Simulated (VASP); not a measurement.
The system is HgTe.

```
CELL_PARAMETERS angstrom
0.00000 3.22185 3.22185
3.22185 0.00000 3.22185
3.22185 3.22185 0.00000
ATOMIC_POSITIONS crystal
Hg 0.00000 0.00000 0.00000
Te 0.50000 0.50000 0.50000
```

This cell differs from its parent crystal: volume scaled by 1.04.

Base run:

- Program: VASP 6.6.1
- Functional: LDA
- Potentials or basis: VASP PAW LDA potentials, release 64 (Hg, Te)
- Cutoff: 520 eV
- k mesh: 7 × 7 × 7
- Occupations: fermi-dirac, width 0.05 eV
- Spin: no spin polarisation

Its results: band gap on the k mesh zero (band 9 reaches 2.66 eV, above the bottom of band 10 at 0.88 eV); pressure -8.3 GPa.

The run is repeated on the same cell with these changes: functional from LDA to PBEsol; potentials or basis from VASP PAW LDA potentials, release 64 (Hg, Te) to VASP PAW PBE potentials, release 64 (Hg, Te). What comes out?

Band gap on the k mesh zero (band 9 reaches 2.71 eV, above the bottom of band 10 at 0.92 eV); pressure -7.1 GPa.

Caveats: spin-orbit coupling is left out, which moves the levels of the heavy elements; the PAW data sets were made with another functional, which shifts forces and pressure a little (some runs).
